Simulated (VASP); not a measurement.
A run of VASP 6.6.1:

Contents of POSCAR:

```
ZrS2
1.0
    3.6743619272      0.0000000000      0.0000000000
   -1.8371809636      3.1820907716      0.0000000000
    0.0000000000      0.0000000000      5.8571358081
Zr S
1 2
Direct
    0.0000000000      0.0000000000      0.0000000000
    0.6666666667      0.3333333333      0.7537648223
    0.3333333333      0.6666666667      0.2462351777
```

File INCAR.step1:

```
PREC     = Accurate       # precision mode
ENCUT    = 400            # plane-wave cutoff, eV
EDIFF    = 1E-5           # SCF threshold, eV
ISMEAR   = 0              # smearing method
SIGMA    = 0.01           # smearing width, eV
LREAL    = False          # projectors in reciprocal space
LASPH    = True           # aspherical terms in the spheres
NELM     = 120            # most SCF steps
ALGO     = Normal         # electronic algorithm
ISIF     = 2              # what is computed and relaxed
LWAVE    = True           # write WAVECAR
LCHARG   = False          # write CHGCAR
GGA      = PE             # functional
NBANDS   = 19             # bands
GGA_COMPAT= False
```

File INCAR.step2:

```
PREC     = Accurate       # precision mode
ENCUT    = 400            # plane-wave cutoff, eV
EDIFF    = 1E-6           # SCF threshold, eV
ISMEAR   = 0              # smearing method
SIGMA    = 0.01           # smearing width, eV
LREAL    = False          # projectors in reciprocal space
LASPH    = True           # aspherical terms in the spheres
NELM     = 120            # most SCF steps
ALGO     = Normal         # electronic algorithm
ISIF     = 2              # what is computed and relaxed
LWAVE    = False          # write WAVECAR
LCHARG   = False          # write CHGCAR
GGA      = PE             # functional
LHFCALC  = True           # exact exchange
HFSCREEN = 0.2079         # screening, 1/A
PRECFOCK = Normal       
ISTART   = 1            
NBANDS   = 19             # bands
GGA_COMPAT= False
```

KPOINTS

```
Automatic mesh
0
Gamma
  6 6 2
```

Potentials or basis: VASP PAW PBE potentials, release 64 (Zr_sv, S).

Run with:

```bash
$ cat potpaw_PBE.64/Zr_sv/POTCAR potpaw_PBE.64/S/POTCAR > POTCAR
$ cp INCAR.step1 INCAR
$ mpirun -np 1 vasp_std > vasp.out
$ cp INCAR.step2 INCAR
$ mpirun -np 1 vasp_std > vasp.out
```

Hardware: 1 thread of AMD EPYC 9R45 96-Core Processor (Zen 5), on a shared host.

Estimate the wall time of this run.

Wall time 7 min on 1 thread of AMD EPYC 9R45 96-Core Processor (Zen 5) (shared host), peak memory 0.23 GiB. Counts: k points 14.
